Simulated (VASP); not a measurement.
**TaN: single point with PBE**

Crystal: TaN.

```xyz
4
Lattice="2.9218 0.0000 0.0000 -1.4609 2.5303 0.0000 0.0000 0.0000 5.9165" Properties=species:S:1:pos:R:3 pbc="T T T"
Ta    0.0000    0.0000    2.9583
Ta    0.0000    0.0000    0.0000
N     0.0000    1.6869    1.4791
N     1.4609    0.8434    4.4374
```

```
Program                 : VASP 6.6.1
Task                    : single point
Functional              : PBE
Potentials or basis     : VASP PAW PBE potentials, release 64 (Ta_sv_GW, N)
Cutoff                  : 520 eV
k mesh                  : 6 × 6 × 3
Occupations             : fermi-dirac, width 0.05 eV
Spin                    : no spin polarisation
Dipole correction       : no
k mesh for the DOS      : 9 × 9 × 5
Occupations for the DOS : tetrahedron
Further INCAR settings  : ALGO = Normal; EDIFF = 1e-06
```

```yaml
Valence_electrons_inside_the_program's_atomic_spheres: Ta 11.72; N 3.71
```

Levels at points of the mesh, in eV from the Fermi level:
| k point | band 16 | band 17 | band 18 | band 19 | band 20 | band 21 |
| --- | --- | --- | --- | --- | --- | --- |
| (0.00, 0.00, 0.00) | -2.03 | -2.03 | -0.29 | -0.29 | 0.50 | 0.50 |

It took 36 s on 1 thread of Intel(R) Xeon(R) Platinum 8488C (Sapphire Rapids), with other jobs on the host, peak memory 0.18 GiB.

Caveat: the k points lie up to 0.41 Å⁻¹ apart; spin-orbit coupling is left out, which moves the levels of the heavy elements.
